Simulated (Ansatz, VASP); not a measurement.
## C: VASP beside Ansatz

```xyz
2
Lattice="0.0000 1.6407 1.9261 1.6407 0.0000 1.9261 1.6407 1.6407 0.0000" Properties=species:S:1:pos:R:3 pbc="T T T"
C     1.6407    1.6407    1.9261
C     2.4611    2.4611    2.8891
```

Change from the starting cell: strain -0.080 along x and y, +0.080 along z, atoms carried along.

Alike in both runs: task single point; functional r2SCAN; k mesh 12 × 12 × 12; occupations gaussian, width 0.05 eV; no spin polarisation.

```csv
,VASP,Ansatz
version,VASP 6.6.1,Ansatz 0.2.0
potentials or method,"VASP PAW PBE potentials, release 64 (C), cutoff 520 eV","scalar-relativistic, plane waves, PAW"
valence electrons in the cell,8,8
```

VASP gave:

```
gap on the k mesh at the Fermi level (eV)                     : 2.34
least direct gap on the mesh (eV)                             : 4.55
pressure (GPa)                                                : 46.6
traceless stress, the component that is largest in VASP (GPa) : -134.44
```

Problem. What did Ansatz give for the same quantities?

Solution. gap on the k mesh at the Fermi level (eV): 2.37; least direct gap on the mesh (eV): 4.60; pressure (GPa): 45.2; traceless stress, the component that is largest in VASP (GPa): -134.74.

VASP's potentials were made for PBE, not for r2SCAN. Both programs put the cell under a high pressure, so it lies far from rest at this level.
